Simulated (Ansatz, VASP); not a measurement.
One calculation of Ta4C3, two programs

```
Ta C
1.0
     4.42479    0.00000    0.00000
     0.00000    4.42479    0.00000
     0.00000    0.00000    4.42479
Ta C
4 3
Direct
  0.01356 0.50000 0.50000
  0.49622 0.00000 0.50000
  0.49622 0.50000 0.00000
  0.99458 0.00000 0.00000
  0.49817 0.00000 0.00000
  0.99646 0.50000 0.00000
  0.99646 0.00000 0.50000
```

Change from the starting cell: mode 4 (104.0 1/cm) frozen in, largest displacement -0.060 Å.

Alike in both runs: task single point; functional r2SCAN; k mesh 10 × 10 × 10; occupations gaussian, width 0.15 eV; no spin polarisation.

|  | VASP | Ansatz |
| --- | --- | --- |
| version | VASP 6.6.1 | Ansatz 0.2.0 |
| potentials or method | VASP PAW PBE potentials, release 64 (Ta_pv, C), cutoff 520 eV | scalar-relativistic, plane waves, PAW |
| valence electrons in the cell | 56 | 64 |

|  | VASP | Ansatz | Ansatz less VASP |
| --- | --- | --- | --- |
| gap on the k mesh at the Fermi level (eV) | none | none | - |
| pressure (GPa) | 1.2 | 0.1 | -1.07 |
| traceless stress, the component that is largest in VASP (GPa) | -0.11 | -0.11 | -0.003 |
| rms of the force components (eV/Å) | 0.104 | 0.106 | +0.0013 |

VASP's potentials were made for PBE, not for r2SCAN. Atom by atom the forces differ by 0.001 eV/Å (rms over components). A gap of «none» marks a metal or a gap that the smearing closes. With one functional, cell and mesh, what is left measures potentials, basis and numerics. VASP's potentials hold 56 valence electrons a cell and Ansatz's 64, so a difference there can come from the potentials and not from the codes.

Neither program's run includes spin-orbit coupling.
